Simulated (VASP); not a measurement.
# Ca (Im-3m) in VASP: further runs, part 2 of 2

VASP 6.6.1.

**3. Relaxation of cell and atoms, BLYP+D4**

Input file INCAR:

```
AGGAC    = 1.0          
AGGAX    = 1.0          
ALDAC    = 0.0          
ALDAX    = 1.0          
ALGO     = Normal         # electronic algorithm
EDIFF    = 1E-7           # SCF threshold, eV
EDIFFG   = -0.02          # ionic threshold
ENCUT    = 600            # plane-wave cutoff, eV
GGA      = B5             # functional
IBRION   = 2              # ionic algorithm
ISIF     = 3              # what is computed and relaxed
ISMEAR   = -1             # smearing method
IVDW     = 13             # dispersion correction
LASPH    = True           # aspherical terms in the spheres
LCHARG   = False          # write CHGCAR
LREAL    = False          # projectors in reciprocal space
LWAVE    = False          # write WAVECAR
NELM     = 60             # most SCF steps
NSW      = 80             # ionic steps
PREC     = Accurate       # precision mode
SIGMA    = 0.05           # smearing width, eV
VDW_A1   = 0.44488865   
VDW_A2   = 4.0933009    
VDW_S6   = 1.0          
VDW_S8   = 2.34076671
```

Input file KPOINTS:

```
k-points
0
Gamma
  8 8 8
```

Input file POSCAR:

```
Ca
1.0
   -2.2400000000      2.2400000000      2.2400000000
    2.2400000000     -2.2400000000      2.2400000000
    2.2400000000      2.2400000000     -2.2400000000
Ca
1
Direct
    0.0000000000      0.0000000000      0.0000000000
```

Potentials or basis: VASP PAW PBE potentials, release 64 (Ca_sv).

Run with:

```console
$ cat potpaw_PBE.64/Ca_sv/POTCAR > POTCAR
$ mpirun -np 1 vasp_std > vasp.out
```

OUTCAR:

```text
EDIFF = 1E-7
   EDIFFG = -0.02
   ENCUT = 600
   GGA = B5
   IBRION = 2
   ISIF = 3
   ISMEAR = -1
   IVDW = 13
   LASPH = True
   LREAL = False
   NELM = 60
   NSW = 80
   PREC = Accurate

 ion  position               nearest neighbor table
   1  0.000  0.000  0.000-

  LATTYP: Found a body centered cubic cell.
 ALAT       =     4.4800000000

  Lattice vectors:

 A1 = (  -2.2400000000,   2.2400000000,   2.2400000000)
 A2 = (   2.2400000000,  -2.2400000000,   2.2400000000)
 A3 = (   2.2400000000,   2.2400000000,  -2.2400000000)

Analysis of symmetry for initial positions (statically):
=====================================================================
 Subroutine PRICEL returns:
 Original cell was already a primitive cell.

 Routine SETGRP: Setting up the symmetry group for a
 body centered cubic supercell.

 Subroutine GETGRP returns: Found 48 space group operations
 (whereof 48 operations were pure point group operations)
 out of a pool of 48 trial point group operations.

The static configuration has the point symmetry O_h .

Analysis of symmetry for dynamics (positions and initial velocities):
=====================================================================
 Subroutine PRICEL returns:
 Original cell was already a primitive cell.

 Routine SETGRP: Setting up the symmetry group for a
 body centered cubic supercell.

 Subroutine GETGRP returns: Found 48 space group operations
 (whereof 48 operations were pure point group operations)
 out of a pool of 48 trial point group operations.

The dynamic configuration has the point symmetry O_h .

 Subroutine INISYM returns: Found 48 space group operations
 (whereof 48 operations are pure point group operations),
 and found     1 'primitive' translations

----------------------------------------------------------------------------------------

                                     Primitive cell

  volume of cell :      44.9577

  direct lattice vectors                    reciprocal lattice vectors
    -2.240000000  2.240000000  2.240000000     0.000000000  0.223214286  0.223214286
     2.240000000 -2.240000000  2.240000000     0.223214286  0.000000000  0.223214286
     2.240000000  2.240000000 -2.240000000     0.223214286  0.223214286  0.000000000

  length of vectors
     3.879793809  3.879793809  3.879793809     0.315672670  0.315672670  0.315672670

  position of ions in fractional coordinates (direct lattice)
     0.000000000  0.000000000  0.000000000

  ion indices of the primitive-cell ions
   primitive index   ion index
                 1           1

----------------------------------------------------------------------------------------

 KPOINTS: k-points

Automatic generation of k-mesh.
 Grid dimensions read from file:
 generate k-points for:    8    8    8

 Generating k-lattice:

  Cartesian coordinates                     Fractional coordinates (reciprocal lattice)
     0.000000000  0.027901786  0.027901786     0.125000000  0.000000000  0.000000000
     0.027901786  0.000000000  0.027901786     0.000000000  0.125000000  0.000000000
     0.027901786  0.027901786  0.000000000     0.000000000  0.000000000  0.125000000

  Length of vectors
     0.039459084  0.039459084  0.039459084

  Shift w.r.t. Gamma in fractional coordinates (k-lattice)
     0.000000000  0.000000000  0.000000000

 Subroutine IBZKPT returns following result:
 ===========================================

 Found     29 irreducible k-points:

 Following reciprocal coordinates:
            Coordinates               Weight
  0.000000  0.000000  0.000000      1.000000
  0.125000  0.000000  0.000000     12.000000
  0.250000  0.000000  0.000000     12.000000
  0.375000  0.000000  0.000000     12.000000
  0.500000  0.000000  0.000000      6.000000
  0.125000  0.125000  0.000000     24.000000
[... 16 lines left out ...]
 -0.250000  0.250000  0.250000      6.000000
 -0.375000  0.375000  0.250000     24.000000
 [... further k-points ...]
   k-points           NKPTS =     29   k-points in BZ     NKDIM =     29   number of bands    NBANDS=      9
   number of dos      NEDOS =    301   number of ions     NIONS =      1
   total plane-waves  NPLWV =  32768
   dimension x,y,z NGX =    32 NGY =   32 NGZ =   32
   dimension x,y,z NGXF=    64 NGYF=   64 NGZF=   64
   ions per type =               1
   NGX,Y,Z   is equivalent  to a cutoff of  13.71, 13.71, 13.71 a.u.
   NGXF,Y,Z  is equivalent  to a cutoff of  27.42, 27.42, 27.42 a.u.
 SYSTEM =  unknown system
   PREC   = accura    normal or accurate (medium, high low for compatibility)
   ISTART =      0    job   : 0-new  1-cont  2-samecut
   ICHARG =      2    charge: 1-file 2-atom 10-const
   ISPIN  =      1    spin polarized calculation?
   LNONCOLLINEAR =      F non collinear calculations
   LSORBIT =      F    spin-orbit coupling
   LASPH  =      T    aspherical Exc in radial PAW
   ENCUT  =  600.0 eV  44.10 Ry    6.64 a.u.   7.75  7.75  7.75*2*pi/ulx,y,z
   NELM   =     60;   NELMIN=  2; NELMDL= -5     # of ELM steps
   EDIFF  = 0.1E-06   stopping-criterion for ELM
   LREAL  =      F    real-space projection
   EDIFFG = -.2E-01   stopping-criterion for IOM
   NSW    =     80    number of steps for IOM
   IBRION =      2    ionic relax: 0-MD 1-quasi-New 2-CG
   NFREE  =      1    steps in history (QN), initial steepest desc. (CG)
   ISIF   =      3    stress and relaxation
   ISYM   =      2    0-nonsym 1-usesym 2-fastsym
   POTIM  = 0.5000    time-step for ionic-motion
   TEBEG  =    0.0;   TEEND  =   0.0 temperature during run
   PSTRESS=    0.0 pullay stress
   NELECT =      10.0000    total number of electrons
   NUPDOWN=      -1.0000    fix difference up-down
   EMIN   =  10.00;   EMAX   =-10.00  energy-range for DOS
   EFERMI =   0.00;   METHOD = LEGACY
   ISMEAR =    -1;   SIGMA  =   0.05  broadening in eV -4-tet -1-fermi 0-gaus
   EFERMI_NEDOS =   21; number of points for ismear=-14 and -15
   IALGO  =     38    algorithm
   IMIX   =      4    mixing-type and parameters
     AMIX     =   0.40;   BMIX     =  1.00
     AMIX_MAG =   1.60;   BMIX_MAG =  1.00
  volume/ion in A,a.u.               =      44.96       303.39
  Fermi-wavevector in a.u.,A,eV,Ry     =   0.991913  1.874443 13.386649  0.983891
  Thomas-Fermi vector in A             =   2.123688
   LORBIT       =      0    0 simple, 1 ext, 2 COOP (PROOUT), +10 PAW based schemes
   GGA     = B5    functional components
   LHFCALC =     F    Hartree Fock is set to
   AEXX    =    0.0000 exact exchange contribution
   IVDW    =    13    specifies the selected vdW correction
   LEPSILON=     F    determine dielectric tensor
   LRPA    =     F    only Hartree local field effects (RPA)
 conjugate gradient relaxation of ions
 non-spin polarized calculation
  energy-cutoff  :      600.00
  volume of cell :       44.96
 maximum number of plane-waves:      1509
   NGX = 15   NGY = 15   NGZ = 15

--------------------------------------- Ionic step        1  -------------------------------------------

 number of electron      10.0000000 magnetization

 Free energy of the ion-electron system (eV)
  ---------------------------------------------------
  ext. energy  EPLUGINS =         0.00000000
  ---------------------------------------------------
  free energy    TOTEN  =        -1.22552097 eV

  energy without entropy =       -1.21258196  energy(sigma->0) =       -1.21905147

------------------------ aborting loop because EDIFF is reached ----------------------------------------

  DFT-D4 for vdW energy calculation

  Edisp (eV):   -0.30219
[... 102 lines left out ...]
  FREE ENERGIE OF THE ION-ELECTRON SYSTEM (eV)
  ---------------------------------------------------
  free  energy   TOTEN  =        -1.3756778467 eV

  energy  without entropy=       -1.3659490026  energy(sigma->0) =       -1.37081342

[... ionic steps 4 to 10 ...]

--------------------------------------- Ionic step       11  -------------------------------------------

 number of electron      10.0000001 magnetization

------------------------ aborting loop because EDIFF is reached ----------------------------------------
[... 73 lines left out ...]
--------------------------------------- Ionic step       13  -------------------------------------------

 number of electron      10.0000001 magnetization

 Free energy of the ion-electron system (eV)
  ---------------------------------------------------
  ext. energy  EPLUGINS =         0.00000000
  ---------------------------------------------------
  free energy    TOTEN  =        -1.22615586 eV

  energy without entropy =       -1.21589823  energy(sigma->0) =       -1.22102705

 E-fermi :   2.6461     XC(G=0):  -7.4662

 val. band max:        2.6460031469   @ k =   0.5000   0.5000   0.2500
 cond. band min:       2.6725337254   @ k =   0.5000   0.5000   0.3750
 fundamental gap:      0.0265305785
 Fermi energy:         2.6461474225

 k-point     1 :       0.0000    0.0000    0.0000
  band No.  band energies     occupation
      1     -39.2582      2.00000
      2     -20.2877      2.00000
      3     -20.2877      2.00000
      4     -20.2877      2.00000
      5      -1.4483      2.00000
      6       4.8480      0.00000
      7       4.8480      0.00000
      8       4.8480      0.00000
      9       5.9171      0.00000
[... 265 lines left out ...]
 k-point    24 :      -0.3750    0.3750    0.2500
  band No.  band energies     occupation
      1     -39.2339      2.00000
      2     -20.4148      2.00000
      3     -20.3685      2.00000
      4     -20.3512      2.00000
      5       1.6705      2.00000
      6       3.2878      0.00001
      7       4.7597      0.00000
      8       4.9576      0.00000
      9       6.0785      0.00000

 [... further k-points ...]

------------------------ aborting loop because EDIFF is reached ----------------------------------------

  DFT-D4 for vdW energy calculation

  Edisp (eV):   -0.33621
[... 24 lines left out ...]
  FREE ENERGIE OF THE ION-ELECTRON SYSTEM (eV)
  ---------------------------------------------------
  free  energy   TOTEN  =        -1.5623618078 eV

  energy  without entropy=       -1.5521041793  energy(sigma->0) =       -1.55723299

 reached required accuracy - stopping structural energy minimisation
```

Wall time 1.8 min (1 thread of Intel Xeon 6975P-C (Granite Rapids), shared host); peak memory 0.19 GiB.

Results:

```yaml
Free_energy: -1.5624 eV
Relaxed_volume: 40.02 Å³/atom
Relaxed_cell: a = 3.732 Å, b = 3.732 Å, c = 3.732 Å, α = 109.47°, β = 109.47°, γ = 109.47°
Space_group_after_relaxing_to_0.05_Å: Im-3m (No. 229)
Energy_gained_by_relaxing: 34.6 meV/atom
Ionic_steps: 13
Pressure_after_relaxing: 0.0 GPa
Band_gap_on_the_k_mesh: zero (band 5 reaches 3.00 eV, above the bottom of band 6 at 2.57 eV)
Dispersion_energy_per_atom: -0.336 eV
```

The path:
```tsv
step	energy change (eV)	largest force (eV/Å)	pressure (GPa)	volume (Å³)
1	0.0000	0.0000	-1.82	44.96
2	-0.0281	0.0000	-0.93	41.72
3	0.1520	0.0000	0.65	39.38
4	-0.0341	0.0000	-0.42	40.30
5	-0.0289	0.0000	52.23	39.93
6	-0.0343	0.0000	-0.39	40.21
7	-0.0346	0.0000	-0.31	40.07
8	-0.0346	0.0000	1.26	39.99
9	-0.0346	0.0000	-0.28	40.05
10	-0.0346	0.0000	-0.23	40.04
11	-0.0346	0.0000	0.31	40.01
12	-0.0346	0.0000	-0.11	40.03
13	-0.0346	0.0000	0.04	40.02
```

Final structure:
```xyz
1
Lattice="-2.1548 2.1548 2.1548 2.1548 -2.1548 2.1548 2.1548 2.1548 -2.1548" Properties=species:S:1:pos:R:3 pbc="T T T"
Ca    2.1548   -2.1548    2.1548
```

Caveat: the PAW data sets were made with another functional, which shifts forces and pressure a little; the volume moved by -11 % from the deposited cell, more than functionals usually miss; pairwise dispersion overbinds metals, which lowers pressure and volume.

**4. Single point, BLYP, collinear spin, ferromagnetic start**

Input file INCAR:

```
PREC = Accurate ; ENCUT = 500
EDIFF = 1E-6 ; ISMEAR = -1
SIGMA = 0.1 ; LREAL = False
LASPH = True ; NELM = 200
ALGO = Normal ; ISIF = 2
LWAVE = False ; LCHARG = False
ISPIN = 2 ; MAGMOM = 0.5
LORBIT = 11 ; GGA = B5
ALDAX = 1.0 ; AGGAX = 1.0
AGGAC = 1.0 ; ALDAC = 0.0
NBANDS = 15 ; GGA_COMPAT = False
```

Input file KPOINTS:

```
regular mesh
0
Gamma
  8 8 8
```

POSCAR is that of step 3.

Potentials or basis: VASP PAW PBE potentials, release 64 (Ca_sv).

Run with:

```console
$ cat potpaw_PBE.64/Ca_sv/POTCAR > POTCAR
$ mpirun -np 1 vasp_std > vasp.out
```

OUTCAR:

```text
PREC = Accurate
   ENCUT = 500
   EDIFF = 1E-6
   ISMEAR = -1
   LREAL = False
   LASPH = True
   NELM = 200
   ISIF = 2
   ISPIN = 2
   LORBIT = 11
   GGA = B5

 ion  position               nearest neighbor table
   1  0.000  0.000  0.000-

  LATTYP: Found a body centered cubic cell.
 ALAT       =     4.4800000000

  Lattice vectors:

 A1 = (  -2.2400000000,   2.2400000000,   2.2400000000)
 A2 = (   2.2400000000,  -2.2400000000,   2.2400000000)
 A3 = (   2.2400000000,   2.2400000000,  -2.2400000000)

Analysis of symmetry for initial positions (statically):
=====================================================================
 Subroutine PRICEL returns:
 Original cell was already a primitive cell.

 Routine SETGRP: Setting up the symmetry group for a
 body centered cubic supercell.

 Subroutine GETGRP returns: Found 48 space group operations
 (whereof 48 operations were pure point group operations)
 out of a pool of 48 trial point group operations.

The static configuration has the point symmetry O_h .

Analysis of symmetry for dynamics (positions and initial velocities):
[... 622 lines left out ...]
      2     -21.0413      1.00000
      3     -21.0413      1.00000
      4     -21.0413      1.00000
      5      -1.7142      1.00000
      6       4.2014      0.00000
      7       4.2014      0.00000
      8       4.2014      0.00000
      9       5.1583      0.00000
     10       5.1583      0.00000
     11      12.2129      0.00000
     12      12.2129      0.00000
     13      12.2129      0.00000
     14      14.7506      0.00000
[... 403 lines left out ...]
      4     -21.0834      1.00000
      5       1.2160      0.99993
      6       2.8543      0.00110
      7       4.1121      0.00000
      8       4.2797      0.00000
      9       5.2335      0.00000
     10       5.5319      0.00000
     11       7.9510      0.00000
     12       8.8429      0.00000
     13      10.1179      0.00000
     14      11.5372      0.00000
     15      14.6240      0.00000

 [... further k-points ...]
[... 5 lines left out ...]
  --------------------------------------------------------------------------------------
  -------------------------------------------------------------------------------------
  Total       -0.2347222     -0.2347222     -0.2347222     -0.0000000     -0.0000000      0.0000000
  in kB       -8.3649007     -8.3649007     -8.3649007     -0.0000000     -0.0000000      0.0000000
  external PRESSURE =      -8.3649007 kB  Pullay stress =       0.0000000 kB

 VOLUME and BASIS-vectors are now :
 -----------------------------------------------------------------------------
  energy-cutoff  :      500.00
  volume of cell :       44.96
      direct lattice vectors                 reciprocal lattice vectors
    -2.240000000  2.240000000  2.240000000     0.000000000  0.223214286  0.223214286
     2.240000000 -2.240000000  2.240000000     0.223214286  0.000000000  0.223214286
     2.240000000  2.240000000 -2.240000000     0.223214286  0.223214286  0.000000000

 POSITION                                       TOTAL-FORCE (eV/Angst)
 -----------------------------------------------------------------------------------
      0.00000      0.00000      0.00000         0.000000     -0.000000      0.000000
 -----------------------------------------------------------------------------------
    total drift:                               -0.000000     -0.000000     -0.000000

  FREE ENERGIE OF THE ION-ELECTRON SYSTEM (eV)
  ---------------------------------------------------
  free  energy   TOTEN  =        -1.2443148942 eV

  energy  without entropy=       -1.1953294251  energy(sigma->0) =       -1.21982216

 total charge

# of ion       s       p       d       tot
------------------------------------------
    1        2.087   5.819   0.174   8.081

 magnetization (x)

# of ion       s       p       d       tot
------------------------------------------
    1        0.000   0.000   0.000   0.000
```

OSZICAR:

```text
N       E                     dE             d eps       ncg     rms          rms(c)
DAV:   1     0.706743047272E+02    0.70674E+02   -0.43288E+03  1740   0.544E+02
DAV:   2     0.461515487973E+00   -0.70213E+02   -0.68929E+02  2153   0.172E+02
DAV:   3    -0.117037529511E+01   -0.16319E+01   -0.16090E+01  2373   0.244E+01
DAV:   4    -0.120223472961E+01   -0.31859E-01   -0.31838E-01  2118   0.295E+00
DAV:   5    -0.120284491537E+01   -0.61019E-03   -0.61014E-03  2368   0.319E-01    0.294E+00
DAV:   6    -0.123660065772E+01   -0.33756E-01   -0.30352E-02  1873   0.130E+00    0.139E+00
DAV:   7    -0.124070278804E+01   -0.41021E-02   -0.13697E-02  1873   0.891E-01    0.783E-01
DAV:   8    -0.124382132285E+01   -0.31185E-02   -0.96604E-03  1888   0.701E-01    0.145E-01
DAV:   9    -0.124409765192E+01   -0.27633E-03   -0.78992E-04  1958   0.194E-01    0.679E-02
DAV:  10    -0.124422143998E+01   -0.12379E-03   -0.23020E-04  1965   0.875E-02    0.249E-02
DAV:  11    -0.124427832454E+01   -0.56885E-04   -0.70149E-05  2028   0.500E-02    0.131E-02
DAV:  12    -0.124431422483E+01   -0.35900E-04   -0.97852E-05  1902   0.398E-02    0.816E-03
DAV:  13    -0.124431489421E+01   -0.66938E-06   -0.41984E-06  1916   0.130E-02
   1 F= -.12443149E+01 E0= -.12198222E+01  d E =-.489855E-01  mag=     0.0000
```

Wall time 31 s (1 thread of Intel Xeon Platinum 8259CL at 2.50GHz (Skylake/Cascade Lake), shared host); peak memory 0.18 GiB.

Results:

```
Free energy                                           : -1.2443 eV
Pressure                                              : -0.8 GPa
Band gap on the k mesh                                : zero (filled and empty bands overlap)
Net moment                                            : 0.00 μB per cell
Valence electrons inside the program's atomic spheres : Ca 8.08
```

Caveat: the PAW data sets were made with another functional, which shifts forces and pressure a little.

**5. The runs side by side**

| task | level | spin | cell | cutoff (eV) | smearing | gap on the mesh (eV) | pressure (GPa) | relaxed volume (Å³/atom) |
| --- | --- | --- | --- | --- | --- | --- | --- | --- |
| relaxation of cell and atoms | BLYP+D3(BJ) | off | relaxed | 600 | fermi-dirac 0.05 eV | none | 0.0 | 36.98 |
| relaxation of cell and atoms | BLYP+D4 | off | relaxed | 600 | fermi-dirac 0.05 eV | none | 0.0 | 40.02 |
| single point | BLYP | collinear, ferromagnetic start | as given | 500 | fermi-dirac 0.1 eV | none | -0.8 | - |

Alike in all rows: potentials or basis VASP PAW PBE potentials, release 64 (Ca_sv); k mesh 8 × 8 × 8.

Caveats: the PAW data sets were made with another functional, which shifts forces and pressure a little; pairwise dispersion overbinds metals, which lowers pressure and volume (some runs); the volume moved by over 15 % at a fixed basis, so the end points are rough (some runs); the volume moved by -18 % from the deposited cell, more than functionals usually miss (some runs); the volume moved by -11 % from the deposited cell, more than functionals usually miss (some runs).

Absolute energies hang on the potentials; compare differences alone.
